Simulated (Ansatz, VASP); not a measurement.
Two plane-wave programs on PtS2

```
Pt S
1.0
     3.57133    0.00000    0.00000
    -1.78566    3.09286    0.00000
     0.00000    0.00000    4.76828
Pt S
1 2
Direct
  0.00000 0.00000 0.00000
  0.33333 0.66667 0.25095
  0.66667 0.33333 0.74905
```

Alike in both runs: functional PBEsol; k mesh 12 × 12 × 8; occupations gaussian, width 0.02 eV; no spin polarisation.

Ansatz relaxed the structure, and its values are those at the end. VASP's run is a single point on that final structure, the one shown.

|  | VASP | Ansatz |
| --- | --- | --- |
| version | VASP 6.6.1 | Ansatz 0.2.0 |
| potentials or method | VASP PAW PBE potentials, release 64 (Pt, S), cutoff 500 eV | scalar-relativistic, plane waves, PAW |
| valence electrons in the cell | 22 | 30 |

|  | VASP | Ansatz | Ansatz less VASP |
| --- | --- | --- | --- |
| gap on the k mesh at the Fermi level (eV) | 0.25 | 0.24 | -0.009 |
| least direct gap on the mesh (eV) | 0.67 | 0.67 | -0.008 |
| pressure (GPa) | -0.2 | 0.0 | +0.26 |
| rms of the force components (eV/Å) | 0.011 | 0.001 | -0.0093 |

VASP's potentials were made for PBE, not for PBEsol. VASP's potentials hold 22 valence electrons a cell and Ansatz's 30, so a difference there can come from the potentials and not from the codes.

Neither program's run includes spin-orbit coupling.
